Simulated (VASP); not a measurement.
## Nb2B3C: relaxation of cell and atoms with PBE

Crystal: Nb2B3C.

```
CELL_PARAMETERS angstrom
2.76138 0.00000 0.00000
0.00000 2.76138 0.00000
0.00000 0.00000 7.62286
ATOMIC_POSITIONS crystal
Nb 0.50000 0.50000 0.81417
Nb 0.50000 0.50000 0.18583
B 0.00000 0.00000 0.60902
B 0.00000 0.00000 0.39098
B 0.50000 0.50000 0.50000
C 0.00000 0.00000 0.00000
```

The cell was built from a structure type or drawn by symmetry, and may not be a known phase.

```yaml
Program: VASP 6.6.1
Task: relaxation of cell and atoms
Functional: PBE
Potentials_or_basis: VASP PAW PBE potentials, release 64 (Nb_sv, B, C)
Cutoff: 600 eV
k_mesh: 14 × 14 × 6
Occupations: gaussian, width 0.1 eV
Spin: no spin polarisation
Dipole_correction: no
Further_INCAR_settings: ALGO = Normal; EDIFF = 1e-06; IBRION = 2; EDIFFG = -0.01; NSW = 100; ISIF = 3
```

```
Relaxed volume                        : 9.66 Å³/atom
Relaxed cell                          : a = 2.771 Å, b = 2.771 Å, c = 7.549 Å, α = 90.00°, β = 90.00°, γ = 90.00°
Space group after relaxing (to 0.1 Å) : P4/mmm (No. 123)
Energy gained by relaxing             : 4.0 meV/atom
Ionic steps                           : 7
Pressure after relaxing               : 0.0 GPa
Band gap on the k mesh                : zero (an odd number of electrons rules out a gap without spin polarisation)
```

Forces on the atoms (eV/Å):
```
Nb   0.000  0.000  0.002
Nb   0.000  0.000 -0.002
B    0.000  0.000 -0.003
B    0.000  0.000  0.003
B    0.000  0.000  0.000
C    0.000  0.000  0.000
```

The path:
```tsv
step	energy change (eV)	largest force (eV/Å)	pressure (GPa)	volume (Å³)
1	0.0000	0.4963	-1.10	58.13
2	-0.0013	0.8103	2.50	57.56
3	-0.0216	0.1955	0.62	57.83
4	-0.0239	0.0555	-0.49	58.07
5	-0.0242	0.0158	-0.21	58.01
6	-0.0243	0.0147	0.15	57.92
7	-0.0243	0.0028	0.05	57.96
```

Final structure:
```
Nb B C
1.0
     2.77080    0.00000    0.00000
     0.00000    2.77080    0.00000
     0.00000    0.00000    7.54915
Nb B C
2 3 1
Direct
  0.50000 0.50000 0.81675
  0.50000 0.50000 0.18325
  0.00000 0.00000 0.60865
  0.00000 0.00000 0.39135
  0.50000 0.50000 0.50000
  0.00000 0.00000 0.00000
```

Levels at points of the mesh, in eV from the Fermi level:
| k point | band 16 | band 17 | band 18 | band 19 | band 20 | band 21 | band 22 | band 23 |
| --- | --- | --- | --- | --- | --- | --- | --- | --- |
| (0.00, 0.00, 0.00) | -1.64 | -1.64 | -1.08 | 0.06 | 0.06 | 2.24 | 2.37 | 2.37 |
| (0.50, 0.00, 0.00) | -2.22 | -1.52 | -1.41 | -0.97 | 1.25 | 1.89 | 2.75 | 3.89 |
| (0.50, 0.50, 0.00) | -4.37 | -2.16 | -2.16 | -1.86 | -0.46 | 0.55 | 1.57 | 3.94 |
| (0.00, 0.00, 0.50) | -1.17 | -1.17 | -0.85 | -0.85 | -0.63 | 2.35 | 3.94 | 3.94 |
| (0.50, 0.00, 0.50) | -2.22 | -1.80 | -1.27 | -0.89 | 0.79 | 2.35 | 2.82 | 4.08 |
| (0.50, 0.50, 0.50) | -4.02 | -2.87 | -1.85 | -0.61 | -0.61 | 1.43 | 1.43 | 1.69 |

Wall time 13 min on 1 thread of AMD EPYC 7R13 Processor (Zen 3) (shared host), peak memory 0.33 GiB.
